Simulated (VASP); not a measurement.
A run of VASP 6.6.1 is set up as follows.

Contents of INCAR:

```
SYSTEM = Re
  PREC = Accurate
  ENCUT = 520
  EDIFF = 1E-7
  ISMEAR = 0
  SIGMA = 0.15
  LREAL = .False.
  LASPH = .True.
  NELM = 60
  ALGO = Normal
  ISIF = 2
  LWAVE = .False.
  LCHARG = .True.
  GGA = PS
  LELF = .True.
  LVHAR = .True.
  NBANDS = 10
```

Contents of KPOINTS:

```
Automatic mesh
0
Gamma
  20 20 20
  0 0 0
```

File POSCAR:

```
Re
1.0
    0.0000000000      1.9750000000      1.8960000000
    1.9750000000      0.0000000000      1.8960000000
    1.9750000000      1.9750000000      0.0000000000
Re
1
Direct
    0.0000000000      0.0000000000      0.0000000000
```

Potentials or basis: VASP PAW PBE potentials, release 64 (Re).

The run is started by

```sh
$ cat potpaw_PBE.64/Re/POTCAR > POTCAR
$ mpirun -np 1 vasp_std > vasp.out
```

(1) What does it give for the band gap on the k mesh?

(2) Predict the pressure.

## Answers

(1) zero (an odd number of electrons rules out a gap without spin polarisation).

(2) -4.8 GPa.

Caveat: the cell differs from its parent crystal (strain +0.000 along x and y, -0.040 along z); the cell stands under tension; the PAW data sets were made with another functional, which shifts forces and pressure a little; spin-orbit coupling is left out, which moves the levels of the heavy elements.
